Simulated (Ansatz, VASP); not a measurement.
# TePb in VASP and in Ansatz

Contents of POSCAR:

```
TePb
1.0
    0.0000000000      3.2024801118      3.2024801118
    3.2024801118      0.0000000000      3.2024801118
    3.2024801118      3.2024801118      0.0000000000
Pb Te
1 1
Direct
    0.0000000000      0.0000000000      0.0000000000
    0.5000000000      0.5000000000      0.5000000000
```

Contents of INCAR.step1:

```
SYSTEM = TePb
ALGO = Normal
EDIFF = 1E-4
ENCUT = 520
GGA = PE
GGA_COMPAT = .False.
ISMEAR = -1
LASPH = .True.
LCHARG = .False.
LREAL = .False.
LSORBIT = .True.
LWAVE = .True.
MAGMOM = 0 0 0 0 0 0
NBANDS = 32
NELM = 150
PREC = Accurate
SIGMA = 0.02
```

Contents of INCAR.step2:

```
SYSTEM = TePb
ALGO = Normal
EDIFF = 1E-6
ENCUT = 520
GGA_COMPAT = .False.
ISIF = 2
ISMEAR = -1
ISTART = 1
LASPH = .True.
LCHARG = .False.
LMIXTAU = .True.
LORBIT = 11
LORBMOM = .True.
LREAL = .False.
LSORBIT = .True.
LWAVE = .False.
MAGMOM = 0 0 0 0 0 0
METAGGA = R2SCAN
NBANDS = 32
NELM = 150
PREC = Accurate
SIGMA = 0.02
```

File KPOINTS:

```
k-points
0
Gamma
  8 8 8
  0 0 0
```

Input for Ansatz:

```yaml
crystal:
  lattice:
    - [0.0, 3.2024801118, 3.2024801118]
    - [3.2024801118, 0.0, 3.2024801118]
    - [3.2024801118, 3.2024801118, 0.0]
  atoms:
    - { symbol: Pb, position: [0.0, 0.0, 0.0] }
    - { symbol: Te, position: [0.5, 0.5, 0.5] }
kpoints:
  mp_grid: { grid: [8, 8, 8] }
  band_path:
    path:
      - [0.0, 0.0, 0.0]
      - [0.5, 0.0, 0.5]
      - [0.625, 0.25, 0.625]
      - [0.375, 0.375, 0.75]
      - [0.5, 0.5, 0.5]
      - [0.5, 0.25, 0.75]
      - [0.0, 0.0, 0.5]
    npoints: 1
hamiltonian:
  xc: r2scan
scf:
  occupations: { method: fermi_dirac, width: 0.02 }
  n_extra_bands: 8
magnetization:
  noncollinear: true
  spin_orbit: true
output:
  forces: true
  stress: true
  eigenvalues: true
  write_density: true
  write_potential: true
  elf: true
  volumetric_format: npy
```

Change from the starting cell: hydrostatic strain -2.0%.

Alike in both runs: task single point; functional r2SCAN; k mesh 8 × 8 × 8; occupations fermi-dirac, width 0.02 eV; non-collinear spin, spin-orbit coupling.

|  | VASP | Ansatz |
| --- | --- | --- |
| version | VASP 6.6.1 | Ansatz 0.2.0 |
| potentials or method | VASP PAW PBE potentials, release 64 (Pb_d, Te) | plane waves, PAW |
| plane-wave cutoff (eV) | 520 | 500 |
| valence electrons in the cell | 20 | 30 |

Ansatz gave:

```
pressure (GPa)           : 2.6
net moment per atom (μB) : 0.00
```

Problem. Which values does VASP return?

Solution. Pressure (GPa): 2.8; net moment per atom (μB): 0.00.

VASP's potentials were made for PBE, not for r2SCAN. VASP's potentials hold 20 valence electrons a cell and Ansatz's 30, so a difference there can come from the potentials and not from the codes.
